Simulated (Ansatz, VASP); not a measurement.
# One calculation of PbO, two programs

Contents of POSCAR:

```
PbO
1.0
    3.1793716482      0.0000000000      0.0000000000
    0.0000000000      3.1793716482      0.0000000000
    0.0000000000      0.0000000000      3.1793716482
Pb O
1 1
Direct
    0.0000000000      0.0000000000      0.0000000000
    0.5000000000      0.5000000000      0.5000000000
```

The input INCAR.step1:

```
PREC = Accurate ; ENCUT = 520
EDIFF = 1E-5 ; ISMEAR = 0
SIGMA = 0.01 ; LREAL = False
LASPH = True ; NELM = 80
ALGO = Normal ; ISIF = 2
LWAVE = True ; LCHARG = False
GGA = PE ; NBANDS = 17
```

File INCAR.step2:

```
PREC = Accurate ; ENCUT = 520
EDIFF = 1E-6 ; ISMEAR = 0
SIGMA = 0.01 ; LREAL = False
LASPH = True ; NELM = 80
ALGO = Normal ; ISIF = 2
LWAVE = False ; LCHARG = False
GGA = PE ; LHFCALC = True
AEXX = 0.4 ; HFSCREEN = 0.2078
PRECFOCK = Normal ; ISTART = 1
NBANDS = 17
```

The input KPOINTS:

```
regular mesh
0
Gamma
  4 4 4
```

Input for Ansatz:

```yaml
crystal:
  lattice:
    - [3.1793716482, 0.0, 0.0]
    - [0.0, 3.1793716482, 0.0]
    - [0.0, 0.0, 3.1793716482]
  atoms:
    - { symbol: Pb, position: [0.0, 0.0, 0.0] }
    - { symbol: O, position: [0.5, 0.5, 0.5] }
kpoints:
  mp_grid: { grid: [4, 4, 4] }
hamiltonian:
  xc:
    exchange: pbe
    correlation: pbe
    exx: { coeff: 0.4, omega: 0.2078 }
scf:
  occupations: { method: fixed }
  n_extra_bands: 4
output:
  forces: true
  stress: true
  eigenvalues: true
```

Alike in both runs: task single point; functional PBE-based screened hybrid; k mesh 4 × 4 × 4; no spin polarisation.

|  | VASP | Ansatz |
| --- | --- | --- |
| version | VASP 6.6.1 | Ansatz 0.2.0 |
| potentials or method | VASP PAW PBE potentials, release 64 (Pb_d, O) | plane waves |
| plane-wave cutoff (eV) | 520 | 420 |
| occupations | gaussian, width 0.01 eV | fixed |
| valence electrons in the cell | 20 | 20 |

VASP gave:

* gap on the k mesh at the Fermi level (eV): 0.16
* pressure (GPa): -2.4

Question: Which values does Ansatz return?

Answer: gap on the k mesh at the Fermi level (eV): 0.16; pressure (GPa): -2.5.

VASP's potentials were made for PBE, not for PBE-based screened hybrid. Ansatz's warnings: frontier gap under zero transfer term shift, stress exchange threshold loose, stress scf threshold loose.

The k mesh is coarse, so the values compare programs but aren't converged. Spin-orbit coupling is off throughout.
